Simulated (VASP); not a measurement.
# Hg (I4_1/amd) in VASP: a series of runs

Hg is run at these levels: PBE, LDA; tasks: single point.

All numbers are computed with VASP 6.6.1; they aren't measurements. Logs are shortened: lines on timing, memory, paths and dates and some standing lists are left out, and cuts for length are marked.

## 1. The cell of the first run

It takes space group I4_1/amd (No. 141, tetragonal). The conventional cell has a = 5.551 Å, b = 5.551 Å, c = 2.979 Å, α = 90.00°, β = 90.00°, γ = 90.00°. Within 3.8 Å of Hg (site symmetry -4m2) lie 10 Hg at 2.87 to 3.56 Å.

## 2. Single point, PBE

Contents of INCAR:

```
PREC = Accurate ; ENCUT = 520
EDIFF = 1E-6 ; ISMEAR = 0
SIGMA = 0.05 ; LREAL = F
LASPH = T ; NELM = 100
ALGO = Fast ; ISIF = 2
LWAVE = F ; LCHARG = F
GGA = PE ; NBANDS = 19
```

Contents of KPOINTS:

```
Automatic mesh
0
Gamma
  12 12 12
```

Contents of POSCAR:

```
Hg
1.0
   -2.7752630396      2.7752630396      1.4896290819
    2.7752630396     -2.7752630396      1.4896290819
    2.7752630396      2.7752630396     -1.4896290819
Hg
2
Direct
    0.7500000000      0.2500000000      0.5000000000
    0.0000000000      0.0000000000      0.0000000000
```

Potentials or basis: VASP PAW PBE potentials, release 64 (Hg).

The run is started by

```console
> cat potpaw_PBE.64/Hg/POTCAR > POTCAR
> mpirun -np 1 vasp_std > vasp.out
```

OUTCAR:

```text
PREC = Accurate
   ENCUT = 520
   EDIFF = 1E-6
   ISMEAR = 0
   LREAL = F
   LASPH = T
   NELM = 100
   ISIF = 2
   GGA = PE

 ion  position               nearest neighbor table
   1  0.750  0.250  0.500-   2 2.87   2 2.87   2 2.87   2 2.87   2 3.56   2 3.56   2 3.56   2 3.56

   2  0.000  0.000  0.000-   1 2.87   1 2.87   1 2.87   1 2.87   1 3.56   1 3.56   1 3.56   1 3.56

  LATTYP: Found a body centered tetragonal cell.
 ALAT       =     5.5505260792
 C/A-ratio  =     0.5367523945

  Lattice vectors:

 A1 = (  -2.7752630396,   2.7752630396,   1.4896290819)
 A2 = (   2.7752630396,  -2.7752630396,   1.4896290819)
 A3 = (   2.7752630396,   2.7752630396,  -1.4896290819)

Analysis of symmetry for initial positions (statically):
=====================================================================
 Subroutine PRICEL returns:
 Original cell was already a primitive cell.

 Routine SETGRP: Setting up the symmetry group for a
 body centered tetragonal supercell.

 Subroutine GETGRP returns: Found 16 space group operations
 (whereof  8 operations were pure point group operations)
 out of a pool of 16 trial point group operations.

The static configuration has the point symmetry D_2d.
 The point group associated with its full space group is D_4h.

Analysis of symmetry for dynamics (positions and initial velocities):
=====================================================================
 Subroutine PRICEL returns:
 Original cell was already a primitive cell.

 Routine SETGRP: Setting up the symmetry group for a
 body centered tetragonal supercell.

 Subroutine GETGRP returns: Found 16 space group operations
 (whereof  8 operations were pure point group operations)
 out of a pool of 16 trial point group operations.

The dynamic configuration has the point symmetry D_2d.
 The point group associated with its full space group is D_4h.

 Subroutine INISYM returns: Found 16 space group operations
 (whereof  8 operations are pure point group operations),
 and found     1 'primitive' translations

----------------------------------------------------------------------------------------

                                     Primitive cell

  volume of cell :      45.8930

  direct lattice vectors                    reciprocal lattice vectors
    -2.775263040  2.775263040  1.489629082     0.000000000  0.180163103  0.335654027
     2.775263040 -2.775263040  1.489629082     0.180163103  0.000000000  0.335654027
     2.775263040  2.775263040 -1.489629082     0.180163103  0.180163103  0.000000000

  length of vectors
     4.197995317  4.197995317  4.197995317     0.380949300  0.380949300  0.254789103

  position of ions in fractional coordinates (direct lattice)
     0.750000000  0.250000000  0.500000000
     0.000000000  0.000000000  0.000000000

  ion indices of the primitive-cell ions
   primitive index   ion index
                 1           1
                 2           2

----------------------------------------------------------------------------------------

 KPOINTS: Automatic mesh

Automatic generation of k-mesh.
 Grid dimensions read from file:
 generate k-points for:   12   12   12

 Generating k-lattice:

  Cartesian coordinates                     Fractional coordinates (reciprocal lattice)
     0.000000000  0.015013592  0.027971169     0.083333333  0.000000000  0.000000000
     0.015013592  0.000000000  0.027971169     0.000000000  0.083333333  0.000000000
     0.015013592  0.015013592  0.000000000     0.000000000  0.000000000  0.083333333

  Length of vectors
     0.031745775  0.031745775  0.021232425

  Shift w.r.t. Gamma in fractional coordinates (k-lattice)
     0.000000000  0.000000000  0.000000000

 Subroutine IBZKPT returns following result:
 ===========================================

 Found    163 irreducible k-points:

 Following reciprocal coordinates:
            Coordinates               Weight
  0.000000  0.000000  0.000000      1.000000
  0.083333  0.000000 -0.000000      8.000000
  0.166667  0.000000 -0.000000      8.000000
  0.250000  0.000000 -0.000000      8.000000
  0.333333  0.000000 -0.000000      8.000000
  0.416667  0.000000 -0.000000      8.000000
[... 16 lines left out ...]
  0.500000  0.166667 -0.000000     16.000000
 -0.416667  0.166667  0.000000     16.000000
 [... further k-points ...]
   k-points           NKPTS =    163   k-points in BZ     NKDIM =    163   number of bands    NBANDS=     19
   number of dos      NEDOS =    301   number of ions     NIONS =      2
   total plane-waves  NPLWV =  32768
   dimension x,y,z NGX =    32 NGY =   32 NGZ =   32
   dimension x,y,z NGXF=    64 NGYF=   64 NGZF=   64
   ions per type =               2
   NGX,Y,Z   is equivalent  to a cutoff of  12.67, 12.67, 12.67 a.u.
   NGXF,Y,Z  is equivalent  to a cutoff of  25.34, 25.34, 25.34 a.u.
 SYSTEM =  unknown system
   PREC   = accura    normal or accurate (medium, high low for compatibility)
   ISTART =      0    job   : 0-new  1-cont  2-samecut
   ICHARG =      2    charge: 1-file 2-atom 10-const
   ISPIN  =      1    spin polarized calculation?
   LNONCOLLINEAR =      F non collinear calculations
   LSORBIT =      F    spin-orbit coupling
   LASPH  =      T    aspherical Exc in radial PAW
   ENCUT  =  520.0 eV  38.22 Ry    6.18 a.u.   7.81  7.81  7.81*2*pi/ulx,y,z
   NELM   =    100;   NELMIN=  2; NELMDL= -5     # of ELM steps
   EDIFF  = 0.1E-05   stopping-criterion for ELM
   LREAL  =      F    real-space projection
   EDIFFG = 0.1E-04   stopping-criterion for IOM
   NSW    =      0    number of steps for IOM
   IBRION =     -1    ionic relax: 0-MD 1-quasi-New 2-CG
   NFREE  =      0    steps in history (QN), initial steepest desc. (CG)
   ISIF   =      2    stress and relaxation
   ISYM   =      2    0-nonsym 1-usesym 2-fastsym
   POTIM  = 0.5000    time-step for ionic-motion
   TEBEG  =    0.0;   TEEND  =   0.0 temperature during run
   PSTRESS=    0.0 pullay stress
   NELECT =      24.0000    total number of electrons
   NUPDOWN=      -1.0000    fix difference up-down
   EMIN   =  10.00;   EMAX   =-10.00  energy-range for DOS
   EFERMI =   0.00;   METHOD = LEGACY
   ISMEAR =     0;   SIGMA  =   0.05  broadening in eV -4-tet -1-fermi 0-gaus
   EFERMI_NEDOS =   21; number of points for ismear=-14 and -15
   IALGO  =     68    algorithm
   IMIX   =      4    mixing-type and parameters
     AMIX     =   0.40;   BMIX     =  1.00
     AMIX_MAG =   1.60;   BMIX_MAG =  1.00
  volume/ion in A,a.u.               =      22.95       154.85
  Fermi-wavevector in a.u.,A,eV,Ry     =   1.318954  2.492462 23.669247  1.739641
  Thomas-Fermi vector in A             =   2.448887
   LORBIT       =      0    0 simple, 1 ext, 2 COOP (PROOUT), +10 PAW based schemes
   GGA     = PE    functional components
   LHFCALC =     F    Hartree Fock is set to
   AEXX    =    0.0000 exact exchange contribution
   IVDW    =     0    specifies the selected vdW correction
   LEPSILON=     F    determine dielectric tensor
   LRPA    =     F    only Hartree local field effects (RPA)
 non-spin polarized calculation
 RMM-DIIS sequential band-by-band and
 Gauss-broadening in eV      SIGMA  =   0.05
  energy-cutoff  :      520.00
  volume of cell :       45.89
 maximum number of plane-waves:      1262
   NGX = 15   NGY = 15   NGZ = 15

 number of electron      23.9999995 magnetization

 Free energy of the ion-electron system (eV)
  ---------------------------------------------------
  ext. energy  EPLUGINS =         0.00000000
  ---------------------------------------------------
  free energy    TOTEN  =        -0.05046725 eV

  energy without entropy =       -0.04978901  energy(sigma->0) =       -0.05012813

 E-fermi :   3.0787     XC(G=0): -10.9606

 val. band max:        3.0702252592   @ k =   0.2500   0.2500  -0.0000
 cond. band min:       3.0790259049   @ k =   0.2500   0.2500  -0.0000
 fundamental gap:      0.0088006457
 Fermi energy:         3.0787089608

 k-point     1 :       0.0000    0.0000    0.0000
  band No.  band energies     occupation
      1      -6.3922      2.00000
      2      -5.3546      2.00000
      3      -5.2715      2.00000
      4      -5.0065      2.00000
      5      -4.8485      2.00000
      6      -3.4524      2.00000
[... 11 lines left out ...]
     18      17.5860      0.00000
     19      17.7351      0.00000

 k-point     2 :       0.0833    0.0000   -0.0000
  band No.  band energies     occupation
      1      -6.2143      2.00000
      2      -5.3353      2.00000
      3      -5.2197      2.00000
      4      -4.8679      2.00000
      5      -4.7692      2.00000
      6      -3.6202      2.00000
[... 11 lines left out ...]
     18      15.8138      0.00000
     19      16.2465      0.00000

 k-point     3 :       0.1667    0.0000   -0.0000
  band No.  band energies     occupation
      1      -5.7408      2.00000
      2      -5.2581      2.00000
      3      -5.0781      2.00000
      4      -4.5519      2.00000
      5      -4.4952      2.00000
      6      -3.9071      2.00000
[... 11 lines left out ...]
     18      14.1797      0.00000
     19      15.0062      0.00000

 k-point     4 :       0.2500    0.0000   -0.0000
  band No.  band energies     occupation
      1      -5.2682      2.00000
      2      -5.1419      2.00000
      3      -4.9012      2.00000
      4      -4.1911      2.00000
      5      -4.1777      2.00000
      6      -4.1381      2.00000
[... 11 lines left out ...]
     18      13.1103      0.00000
     19      13.5797      0.00000

 k-point     5 :       0.3333    0.0000   -0.0000
  band No.  band energies     occupation
      1      -5.1173      2.00000
      2      -5.0473      2.00000
      3      -4.8458      2.00000
      4      -4.3856      2.00000
      5      -4.2792      2.00000
      6      -3.7873      2.00000
[... 11 lines left out ...]
     18      12.7106      0.00000
     19      14.2232      0.00000
[... 334 lines left out ...]
      2      -5.1498      2.00000
      3      -4.6051      2.00000
      4      -4.5367      2.00000
      5      -4.1608      2.00000
      6      -4.0338      2.00000
[... 11 lines left out ...]
     18      14.1216      0.00000
     19      16.3378      0.00000

 k-point    22 :       0.4167    0.1667   -0.0000
  band No.  band energies     occupation
      1      -5.1369      2.00000
      2      -5.0921      2.00000
      3      -4.7301      2.00000
      4      -4.5435      2.00000
      5      -4.1309      2.00000
      6      -3.9269      2.00000
[... 11 lines left out ...]
     18      15.5577      0.00000
     19      16.4318      0.00000

 k-point    23 :       0.5000    0.1667   -0.0000
  band No.  band energies     occupation
      1      -5.0834      2.00000
      2      -4.9652      2.00000
      3      -4.6885      2.00000
      4      -4.5783      2.00000
      5      -4.0645      2.00000
      6      -3.9435      2.00000
[... 11 lines left out ...]
     18      14.0053      0.00000
     19      16.6855      0.00000

 k-point    24 :      -0.4167    0.1667    0.0000
  band No.  band energies     occupation
      1      -5.1154      2.00000
      2      -4.9137      2.00000
      3      -4.6653      2.00000
      4      -4.4810      2.00000
      5      -4.1646      2.00000
      6      -3.9252      2.00000
[... 11 lines left out ...]
     18      14.7946      0.00000
     19      15.6002      0.00000

 [... further k-points ...]
[... 5 lines left out ...]
  --------------------------------------------------------------------------------------
  -------------------------------------------------------------------------------------
  Total        3.0757360      3.0757360      2.8053350      0.0000000     -0.0000000      0.0000000
  in kB      107.3774791    107.3774791     97.9374673      0.0000000     -0.0000000      0.0000000
  external PRESSURE =     104.2308085 kB  Pullay stress =       0.0000000 kB

 VOLUME and BASIS-vectors are now :
 -----------------------------------------------------------------------------
  energy-cutoff  :      520.00
  volume of cell :       45.89
      direct lattice vectors                 reciprocal lattice vectors
    -2.775263040  2.775263040  1.489629082     0.000000000  0.180163103  0.335654027
     2.775263040 -2.775263040  1.489629082     0.180163103  0.000000000  0.335654027
     2.775263040  2.775263040 -1.489629082     0.180163103  0.180163103  0.000000000

 POSITION                                       TOTAL-FORCE (eV/Angst)
 -----------------------------------------------------------------------------------
      0.00000      2.77526      0.74481         0.000000     -0.000000     -0.000000
      0.00000      0.00000      0.00000        -0.000000      0.000000      0.000000
 -----------------------------------------------------------------------------------
    total drift:                                0.000000     -0.000000      0.000000

  FREE ENERGIE OF THE ION-ELECTRON SYSTEM (eV)
  ---------------------------------------------------
  free  energy   TOTEN  =        -0.0504672503 eV

  energy  without entropy=       -0.0497890130  energy(sigma->0) =       -0.05012813
```

It took 75 s on 1 thread of Intel Xeon Platinum 8259CL at 2.50GHz (Skylake/Cascade Lake), shared host; peak memory 0.26 GiB.

Results:

* Free energy: -0.0505 eV
* Pressure: 10.4 GPa
* Band gap on the k mesh: zero (bands 12 and 13 overlap by 5.61 eV)

Caveat: the cell stands under pressure; spin-orbit coupling is left out, which moves the levels of the heavy elements.

(Part 1 of 2 ends here.)
